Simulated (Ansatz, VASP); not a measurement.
**One calculation of Al3Cu, two programs**

```
Al Cu
1.0
     2.84223    0.00000    0.00000
     0.00000    2.71714    0.00000
     0.00000    0.00000    7.60296
Al Cu
3 1
Cartesian
  0.0000 0.0000 3.8015
  1.4211 1.3586 1.6779
  1.4211 1.3586 5.9251
  0.0000 0.0000 0.0000
```

Change from the starting cell: strain +0.0225 x Voigt [1, -1, 0, 0, 0, 0], atoms carried along.

Alike in both runs: task single point; functional PBEsol; k mesh 18 × 18 × 6; occupations gaussian, width 0.15 eV; no spin polarisation.

```csv
,VASP,Ansatz
version,VASP 6.6.1,Ansatz 0.2.0
potentials or method,"VASP PAW PBE potentials, release 64 (Al, Cu), cutoff 520 eV","scalar-relativistic, plane waves, PAW"
valence electrons in the cell,20,28
```

```csv
,VASP,Ansatz,Ansatz less VASP
gap on the k mesh at the Fermi level (eV),none,none,-
pressure (GPa),0.4,0.2,-0.20
"traceless stress, the component that is largest in VASP (GPa)",3.20,3.18,-0.020
rms of the force components (eV/Å),0.020,0.011,-0.0087
```

VASP's potentials were made for PBE, not for PBEsol. Atom by atom the forces differ by 0.009 eV/Å (rms over components). A gap of «none» marks a metal or a gap that the smearing closes. VASP's potentials hold 20 valence electrons a cell and Ansatz's 28, so a difference there can come from the potentials and not from the codes.
